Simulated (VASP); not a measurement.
# ScNb (P-6m2) in VASP: a series of runs

ScNb is run at these levels: PBE; tasks: single point.

Program: VASP 6.6.1. These are calculated values, not measurements. Logs are shortened: lines on timing, memory, paths and dates and some standing lists are left out, and cuts for length are marked.

## 1. The cell of the first run

The structure is hexagonal, space group P-6m2 (No. 187). Conventional cell: a = 3.003 Å, b = 3.003 Å, c = 4.969 Å, α = 90.00°, β = 90.00°, γ = 120.00°. Within 4.0 Å of Nb (site symmetry -6m2) lie 6 Nb at 3.00 Å and 6 Sc at 3.03 Å. Within 4.0 Å of Sc (site symmetry -6m2) lie 6 Sc at 3.00 Å and 6 Nb at 3.03 Å.

## 2. Single point, PBE

INCAR

```
SYSTEM = ScNb
ALGO = Normal
EDIFF = 1E-7
ENCUT = 520
GGA = PE
ISIF = 2
ISMEAR = -1
LASPH = .True.
LCHARG = .True.
LELF = .True.
LREAL = .False.
LVHAR = .True.
LWAVE = .False.
NBANDS = 19
NELM = 100
PREC = Accurate
SIGMA = 0.05
```

KPOINTS

```
k-points
0
Gamma
  10 10 5
  0 0 0
```

POSCAR

```
ScNb
1.0
    3.0030626305      0.0000000000      0.0000000000
   -1.5015313152      2.6007285271      0.0000000000
    0.0000000000      0.0000000000      4.9686507831
Nb Sc
1 1
Direct
    0.3333333333      0.6666666667      0.5000000000
    0.0000000000      0.0000000000      0.0000000000
```

Potentials or basis: VASP PAW PBE potentials, release 64 (Nb_sv, Sc_sv).

On the command line:

```
> cat potpaw_PBE.64/Nb_sv/POTCAR potpaw_PBE.64/Sc_sv/POTCAR > POTCAR
> mpirun -np 1 vasp_std > vasp.out
```

OUTCAR:

```text
SYSTEM = ScNb
   EDIFF = 1E-7
   ENCUT = 520
   GGA = PE
   ISIF = 2
   ISMEAR = -1
   LASPH = .True.
   LREAL = .False.
   NELM = 100
   PREC = Accurate

 ion  position               nearest neighbor table
   1  0.333  0.667  0.500-   2 3.03   2 3.03   2 3.03   2 3.03   2 3.03   2 3.03
   2  0.000  0.000  0.000-   1 3.03   1 3.03   1 3.03   1 3.03   1 3.03   1 3.03

  LATTYP: Found a hexagonal cell.
 ALAT       =     3.0030626305
 C/A-ratio  =     1.6545278585

  Lattice vectors:

 A1 = (   3.0030626305,   0.0000000000,   0.0000000000)
 A2 = (  -1.5015313152,   2.6007285271,   0.0000000000)
 A3 = (   0.0000000000,   0.0000000000,   4.9686507831)

Analysis of symmetry for initial positions (statically):
=====================================================================
 Subroutine PRICEL returns:
 Original cell was already a primitive cell.

 Routine SETGRP: Setting up the symmetry group for a
 hexagonal supercell.

 Subroutine GETGRP returns: Found 12 space group operations
 (whereof 12 operations were pure point group operations)
 out of a pool of 24 trial point group operations.

The static configuration has the point symmetry D_3h.

Analysis of symmetry for dynamics (positions and initial velocities):
=====================================================================
 Subroutine PRICEL returns:
 Original cell was already a primitive cell.

 Routine SETGRP: Setting up the symmetry group for a
 hexagonal supercell.

 Subroutine GETGRP returns: Found 12 space group operations
 (whereof 12 operations were pure point group operations)
 out of a pool of 24 trial point group operations.

The dynamic configuration has the point symmetry D_3h.

 Subroutine INISYM returns: Found 12 space group operations
 (whereof 12 operations are pure point group operations),
 and found     1 'primitive' translations

----------------------------------------------------------------------------------------

                                     Primitive cell

  volume of cell :      38.8059

  direct lattice vectors                    reciprocal lattice vectors
     3.003062631  0.000000000  0.000000000     0.332993388  0.192253822  0.000000000
    -1.501531315  2.600728527  0.000000000     0.000000000  0.384507645  0.000000000
     0.000000000  0.000000000  4.968650783     0.000000000  0.000000000  0.201261880

  length of vectors
     3.003062631  3.003062630  4.968650783     0.384507645  0.384507645  0.201261880

  position of ions in fractional coordinates (direct lattice)
     0.333333333  0.666666667  0.500000000
     0.000000000  0.000000000  0.000000000

  ion indices of the primitive-cell ions
   primitive index   ion index
                 1           1
                 2           2

----------------------------------------------------------------------------------------

 KPOINTS: k-points

Automatic generation of k-mesh.
 Grid dimensions read from file:
 generate k-points for:   10   10    5

 Generating k-lattice:

  Cartesian coordinates                     Fractional coordinates (reciprocal lattice)
     0.033299339  0.019225382  0.000000000     0.100000000  0.000000000  0.000000000
     0.000000000  0.038450764  0.000000000     0.000000000  0.100000000  0.000000000
     0.000000000  0.000000000  0.040252376     0.000000000  0.000000000  0.200000000

  Length of vectors
     0.038450764  0.038450764  0.040252376

  Shift w.r.t. Gamma in fractional coordinates (k-lattice)
     0.000000000  0.000000000  0.000000000

 Subroutine IBZKPT returns following result:
 ===========================================

 Found     42 irreducible k-points:

 Following reciprocal coordinates:
            Coordinates               Weight
  0.000000  0.000000  0.000000      1.000000
  0.100000  0.000000  0.000000      6.000000
  0.200000  0.000000  0.000000      6.000000
  0.300000  0.000000  0.000000      6.000000
  0.400000  0.000000  0.000000      6.000000
  0.500000  0.000000  0.000000      3.000000
[... 16 lines left out ...]
  0.300000  0.100000  0.200000     24.000000
  0.400000  0.100000  0.200000     24.000000
 [... further k-points ...]
   k-points           NKPTS =     42   k-points in BZ     NKDIM =     42   number of bands    NBANDS=     19
   number of dos      NEDOS =    301   number of ions     NIONS =      2
   total plane-waves  NPLWV =  23040
   dimension x,y,z NGX =    24 NGY =   24 NGZ =   40
   dimension x,y,z NGXF=    48 NGYF=   48 NGZF=   80
   ions per type =               1   1
   NGX,Y,Z   is equivalent  to a cutoff of  13.29, 13.29, 13.38 a.u.
   NGXF,Y,Z  is equivalent  to a cutoff of  26.57, 26.57, 26.77 a.u.
 SYSTEM =  ScNb
   PREC   = accura    normal or accurate (medium, high low for compatibility)
   ISTART =      0    job   : 0-new  1-cont  2-samecut
   ICHARG =      2    charge: 1-file 2-atom 10-const
   ISPIN  =      1    spin polarized calculation?
   LNONCOLLINEAR =      F non collinear calculations
   LSORBIT =      F    spin-orbit coupling
   LASPH  =      T    aspherical Exc in radial PAW
   ENCUT  =  520.0 eV  38.22 Ry    6.18 a.u.   5.58  5.58  9.24*2*pi/ulx,y,z
   NELM   =    100;   NELMIN=  2; NELMDL= -5     # of ELM steps
   EDIFF  = 0.1E-06   stopping-criterion for ELM
   LREAL  =      F    real-space projection
   EDIFFG = 0.1E-05   stopping-criterion for IOM
   NSW    =      0    number of steps for IOM
   IBRION =     -1    ionic relax: 0-MD 1-quasi-New 2-CG
   NFREE  =      0    steps in history (QN), initial steepest desc. (CG)
   ISIF   =      2    stress and relaxation
   ISYM   =      2    0-nonsym 1-usesym 2-fastsym
   POTIM  = 0.5000    time-step for ionic-motion
   TEBEG  =    0.0;   TEEND  =   0.0 temperature during run
   PSTRESS=    0.0 pullay stress
   NELECT =      24.0000    total number of electrons
   NUPDOWN=      -1.0000    fix difference up-down
   EMIN   =  10.00;   EMAX   =-10.00  energy-range for DOS
   EFERMI =   0.00;   METHOD = LEGACY
   ISMEAR =    -1;   SIGMA  =   0.05  broadening in eV -4-tet -1-fermi 0-gaus
   EFERMI_NEDOS =   21; number of points for ismear=-14 and -15
   IALGO  =     38    algorithm
   IMIX   =      4    mixing-type and parameters
     AMIX     =   0.40;   BMIX     =  1.00
     AMIX_MAG =   1.60;   BMIX_MAG =  1.00
  volume/ion in A,a.u.               =      19.40       130.94
  Fermi-wavevector in a.u.,A,eV,Ry     =   1.394802  2.635794 26.469769  1.945473
  Thomas-Fermi vector in A             =   2.518316
   LORBIT       =      0    0 simple, 1 ext, 2 COOP (PROOUT), +10 PAW based schemes
   GGA     = PE    functional components
   LHFCALC =     F    Hartree Fock is set to
   AEXX    =    0.0000 exact exchange contribution
   IVDW    =     0    specifies the selected vdW correction
   LEPSILON=     F    determine dielectric tensor
   LRPA    =     F    only Hartree local field effects (RPA)
 non-spin polarized calculation
  energy-cutoff  :      520.00
  volume of cell :       38.81
 maximum number of plane-waves:      1067
 NGX is ok and might be reduce to    24
   NGX = 11   NGY = 11   NGZ = 19

 number of electron      24.0000000 magnetization

 Free energy of the ion-electron system (eV)
  ---------------------------------------------------
  ext. energy  EPLUGINS =         0.00000000
  ---------------------------------------------------
  free energy    TOTEN  =       -16.01545387 eV

  energy without entropy =      -15.99701482  energy(sigma->0) =      -16.00623434

 E-fermi :   7.8007     XC(G=0): -11.5041

 val. band max:        7.7825570851   @ k =   0.3000   0.2000   0.4000
 cond. band min:       7.8056265900   @ k =   0.4000   0.2000   0.0000
 fundamental gap:      0.0230695049
 Fermi energy:         7.8007480404

 k-point     1 :       0.0000    0.0000    0.0000
  band No.  band energies     occupation
      1     -46.7880      2.00000
      2     -41.0488      2.00000
      3     -22.9808      2.00000
      4     -22.3524      2.00000
      5     -22.3524      2.00000
      6     -19.6555      2.00000
[... 11 lines left out ...]
     18      10.1915      0.00000
     19      12.2353      0.00000

 k-point     2 :       0.1000    0.0000    0.0000
  band No.  band energies     occupation
      1     -46.7768      2.00000
      2     -41.0384      2.00000
      3     -22.9638      2.00000
      4     -22.4372      2.00000
      5     -22.3719      2.00000
      6     -19.6516      2.00000
[... 11 lines left out ...]
     18      10.2073      0.00000
     19      12.3374      0.00000

 k-point     3 :       0.2000    0.0000    0.0000
  band No.  band energies     occupation
      1     -46.7474      2.00000
      2     -41.0111      2.00000
      3     -22.9188      2.00000
      4     -22.6550      2.00000
      5     -22.4225      2.00000
      6     -19.6414      2.00000
[... 11 lines left out ...]
     18      10.8087      0.00000
     19      12.5155      0.00000

 k-point     4 :       0.3000    0.0000    0.0000
  band No.  band energies     occupation
      1     -46.7108      2.00000
      2     -40.9772      2.00000
      3     -22.9165      2.00000
      4     -22.8625      2.00000
      5     -22.4843      2.00000
      6     -19.8139      2.00000
[... 11 lines left out ...]
     18      11.6664      0.00000
     19      12.6387      0.00000

 k-point     5 :       0.4000    0.0000    0.0000
  band No.  band energies     occupation
      1     -46.6809      2.00000
      2     -40.9496      2.00000
      3     -23.1223      2.00000
      4     -22.8165      2.00000
      5     -22.5338      2.00000
      6     -19.9783      2.00000
[... 11 lines left out ...]
     18      12.5193      0.00000
     19      12.6940      0.00000

 k-point     6 :       0.5000    0.0000    0.0000
  band No.  band energies     occupation
      1     -46.6695      2.00000
      2     -40.9390      2.00000
      3     -23.1997      2.00000
      4     -22.7988      2.00000
      5     -22.5526      2.00000
      6     -20.0402      2.00000
[... 11 lines left out ...]
     18      12.9492      0.00000
     19      13.6977      0.00000

 k-point     7 :       0.1000    0.1000    0.0000
  band No.  band energies     occupation
      1     -46.7565      2.00000
      2     -41.0196      2.00000
      3     -22.9327      2.00000
      4     -22.5820      2.00000
      5     -22.4134      2.00000
      6     -19.6446      2.00000
[... 11 lines left out ...]
     18      10.6574      0.00000
     19      12.4153      0.00000

 k-point     8 :       0.2000    0.1000    0.0000
  band No.  band energies     occupation
      1     -46.7235      2.00000
      2     -40.9890      2.00000
      3     -22.8821      2.00000
      4     -22.8064      2.00000
      5     -22.4850      2.00000
      6     -19.7259      2.00000
[... 256 lines left out ...]
 k-point    20 :       0.5000    0.0000    0.2000
  band No.  band energies     occupation
      1     -46.6694      2.00000
      2     -40.9390      2.00000
      3     -23.2041      2.00000
      4     -22.8033      2.00000
      5     -22.5517      2.00000
      6     -20.0317      2.00000
[... 11 lines left out ...]
     18      12.9351      0.00000
     19      13.1998      0.00000

 k-point    21 :       0.1000    0.1000    0.2000
  band No.  band energies     occupation
      1     -46.7563      2.00000
      2     -41.0201      2.00000
      3     -22.9200      2.00000
      4     -22.5834      2.00000
      5     -22.4129      2.00000
      6     -19.6644      2.00000
[... 11 lines left out ...]
     18      10.8063      0.00000
     19      12.3264      0.00000

 k-point    22 :       0.2000    0.1000    0.2000
  band No.  band energies     occupation
      1     -46.7233      2.00000
      2     -40.9893      2.00000
      3     -22.8766      2.00000
      4     -22.8081      2.00000
      5     -22.4845      2.00000
      6     -19.7236      2.00000
[... 11 lines left out ...]
     18      11.4567      0.00000
     19      12.3742      0.00000

 k-point    23 :       0.3000    0.1000    0.2000
  band No.  band energies     occupation
      1     -46.6901      2.00000
      2     -40.9583      2.00000
      3     -23.0284      2.00000
      4     -22.8307      2.00000
      5     -22.5559      2.00000
      6     -19.8935      2.00000
[... 11 lines left out ...]
     18      12.0899      0.00000
     19      12.7464      0.00000

 k-point    24 :       0.4000    0.1000    0.2000
  band No.  band energies     occupation
      1     -46.6695      2.00000
      2     -40.9391      2.00000
      3     -23.1607      2.00000
      4     -22.8033      2.00000
      5     -22.5996      2.00000
      6     -19.9971      2.00000
[... 11 lines left out ...]
     18      12.6825      0.00000
     19      13.4492      0.00000

 [... further k-points ...]
[... 5 lines left out ...]
  --------------------------------------------------------------------------------------
  -------------------------------------------------------------------------------------
  Total        1.6573551      1.6573551      1.5833970      0.0000000      0.0000000      0.0000000
  in kB       68.4271228     68.4271228     65.3736170      0.0000000      0.0000000      0.0000000
  external PRESSURE =      67.4092875 kB  Pullay stress =       0.0000000 kB

 VOLUME and BASIS-vectors are now :
 -----------------------------------------------------------------------------
  energy-cutoff  :      520.00
  volume of cell :       38.81
      direct lattice vectors                 reciprocal lattice vectors
     3.003062631  0.000000000  0.000000000     0.332993388  0.192253822  0.000000000
    -1.501531315  2.600728527  0.000000000     0.000000000  0.384507645  0.000000000
     0.000000000  0.000000000  4.968650783     0.000000000  0.000000000  0.201261880

 POSITION                                       TOTAL-FORCE (eV/Angst)
 -----------------------------------------------------------------------------------
     -0.00000      1.73382      2.48433         0.000000      0.000000      0.000000
      0.00000      0.00000      0.00000        -0.000000      0.000000      0.000000
 -----------------------------------------------------------------------------------
    total drift:                                0.000000     -0.000000     -0.000000

  FREE ENERGIE OF THE ION-ELECTRON SYSTEM (eV)
  ---------------------------------------------------
  free  energy   TOTEN  =       -16.0154538690 eV

  energy  without entropy=      -15.9970148168  energy(sigma->0) =      -16.00623434
```

Wall time 64 s (1 thread of Intel Xeon 8259CL, shared host); peak memory 0.15 GiB.

Results:

* Free energy: -16.0155 eV
* Pressure: 6.7 GPa
* Band gap on the k mesh: zero (bands 12 and 13 overlap by 0.89 eV)

Levels at points of the mesh, in eV from the Fermi level:
| k point | band 9 | band 10 | band 11 | band 12 | band 13 | band 14 | band 15 | band 16 |
| --- | --- | --- | --- | --- | --- | --- | --- | --- |
| (0.00, 0.00, 0.00) | -5.77 | -2.98 | 0.62 | 0.62 | 1.02 | 1.09 | 2.19 | 2.19 |
| (0.50, 0.00, 0.00) | -2.93 | -2.21 | -1.85 | -0.03 | 0.90 | 0.99 | 1.69 | 4.81 |

Caveat: the cell stands under pressure.

## 3. Single point, PBE

This run uses another cell than the first one, of 19.82 Å³/atom.

INCAR

```
ALGO = Normal
EDIFF = 1E-6
ENCUT = 520
GGA = PE
ISIF = 2
ISMEAR = -1
LASPH = T
LCHARG = F
LREAL = F
LWAVE = F
NBANDS = 19
NELM = 80
PREC = Accurate
SIGMA = 0.05
```

KPOINTS

```
k-points
0
Gamma
  10 10 5
```

POSCAR

```
ScNb
1.0
    3.0242116557      0.0000000000      0.0000000000
   -1.5121058278      2.6190441202      0.0000000000
    0.0000000000      0.0000000000      5.0036424345
Nb Sc
1 1
Direct
    0.3333333333      0.6666666667      0.5000000000
    0.0000000000      0.0000000000      0.0000000000
```

Potentials or basis: VASP PAW PBE potentials, release 64 (Nb_sv, Sc_sv).

On the command line:

```
> cat potpaw_PBE.64/Nb_sv/POTCAR potpaw_PBE.64/Sc_sv/POTCAR > POTCAR
> mpirun -np 1 vasp_std > vasp.out
```

Wall time 63 s (1 thread of Intel Xeon 8259CL, shared host); peak memory 0.15 GiB.

Results (log left out):

- Free energy: -16.0441 eV
- Pressure: 4.2 GPa
- Band gap on the k mesh: zero (bands 12 and 13 overlap by 0.89 eV)

Stress tensor (GPa, compression positive):
```
4.35 0.00 0.00
0.00 4.35 0.00
0.00 0.00 3.97
```

Levels at points of the mesh, in eV from the Fermi level:
| k point | band 8 | band 9 | band 10 | band 11 | band 12 | band 13 | band 14 | band 15 | band 16 | band 17 |
| --- | --- | --- | --- | --- | --- | --- | --- | --- | --- | --- |
| (0.00, 0.00, 0.00) | -27.24 | -5.73 | -2.92 | 0.62 | 0.62 | 0.95 | 1.07 | 2.16 | 2.16 | 2.34 |
| (0.50, 0.00, 0.00) | -27.38 | -2.86 | -2.14 | -1.81 | -0.07 | 0.90 | 0.97 | 1.65 | 4.68 | 4.79 |

Caveat: the cell stands under pressure.

## 4. Single point, PBE

This run uses another cell than the first one, of 20.23 Å³/atom.

INCAR

```
PREC = Accurate
ENCUT = 520
EDIFF = 1E-7
ISMEAR = -1
SIGMA = 0.05
LREAL = False
LASPH = True
NELM = 100
ALGO = Fast
ISIF = 2
LWAVE = False
LCHARG = False
GGA = PE
NBANDS = 19
```

KPOINTS

```
regular mesh
0
Gamma
  10 10 5
```

POSCAR

```
ScNb
1.0
    3.0450689469      0.0000000000      0.0000000000
   -1.5225344734      2.6371070642      0.0000000000
    0.0000000000      0.0000000000      5.0381514038
Nb Sc
1 1
Direct
    0.3333333333      0.6666666667      0.5000000000
    0.0000000000      0.0000000000      0.0000000000
```

On the command line:

```
> cat potpaw_PBE.64/Nb_sv/POTCAR potpaw_PBE.64/Sc_sv/POTCAR > POTCAR
> mpirun -np 1 vasp_std > vasp.out
```

It took 3.7 min on 1 thread of Intel Xeon 8259CL, shared host; peak memory 0.15 GiB.

It converged, with:

```
Free energy            : -16.0604 eV
Pressure               : 1.9 GPa
Band gap on the k mesh : zero (bands 12 and 13 overlap by 0.89 eV)
```

Stress tensor (GPa, compression positive):
```
2.07 0.00 0.00
0.00 2.07 0.00
0.00 0.00 1.61
```

Levels at points of the mesh, in eV from the Fermi level:
```csv
k point,band 10,band 11,band 12,band 13,band 14,band 15
"(0.00, 0.00, 0.00)",-2.87,0.62,0.62,0.88,1.06,2.12
"(0.50, 0.00, 0.00)",-2.08,-1.78,-0.11,0.89,0.95,1.62
```

## 5. The runs side by side

```tsv
cell	gap on the mesh (eV)	pressure (GPa)
a = 3.003, b = 3.003, c = 4.969 Å, angles 90.0, 90.0, 120.0°, 2 atoms	none	6.7
a = 3.024, b = 3.024, c = 5.004 Å, angles 90.0, 90.0, 120.0°, 2 atoms	none	4.2
a = 3.045, b = 3.045, c = 5.038 Å, angles 90.0, 90.0, 120.0°, 2 atoms	none	1.9
```

Alike in all rows: task single point; level PBE; potentials or basis VASP PAW PBE potentials, release 64 (Nb_sv, Sc_sv); no spin polarisation; k mesh 10 × 10 × 5; cutoff (eV) 520; smearing fermi-dirac 0.05 eV.

Caveats: the cell stands under pressure (at least some runs).

Absolute energies hang on the potentials; compare differences alone.

The gap in the log of VASP goes by the Fermi energy; the results here count the filled bands.